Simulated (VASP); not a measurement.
FeSi53 (a cell with a defect), 54 atoms in the cell. The cell holds a defect, 54 atoms: a = 11.513 Å, b = 11.513 Å, c = 11.513 Å, α = 60.00°, β = 60.00°, γ = 60.00°. 

| Property | Result |
| --- | --- |
| Program | VASP 6.6.1 |
| Task | single point |
| Functional | PBE |
| Potentials or basis | VASP PAW PBE potentials, release 64 (Fe, Si) |
| Cutoff | 520 eV |
| k mesh | 1 × 1 × 1 |
| Occupations | gaussian, width 0.05 eV |
| Spin | collinear spin |
| Dipole correction | no |
| Further INCAR settings | LREAL = Auto; ALGO = Normal; EDIFF = 1e-06; NBANDS = 147 |

Potentials or basis: VASP PAW PBE potentials, release 64 (Fe, Si).

The run is started by

```bash
$ cat potpaw_PBE.64/Fe/POTCAR potpaw_PBE.64/Si/POTCAR > POTCAR
$ mpirun -np 1 vasp_gam > vasp.out
```

Hardware: 1 thread of Intel(R) Xeon(R) Platinum 8259CL CPU @ 2.50GHz (Skylake/Cascade Lake), on a shared host.

Q: How long does it take, and how much memory?

A: It took 25 min on 1 thread of Intel(R) Xeon(R) Platinum 8259CL CPU @ 2.50GHz (Skylake/Cascade Lake) (shared host), peak memory 1.7 GiB. Counts: scf iterations 24, k points 1.
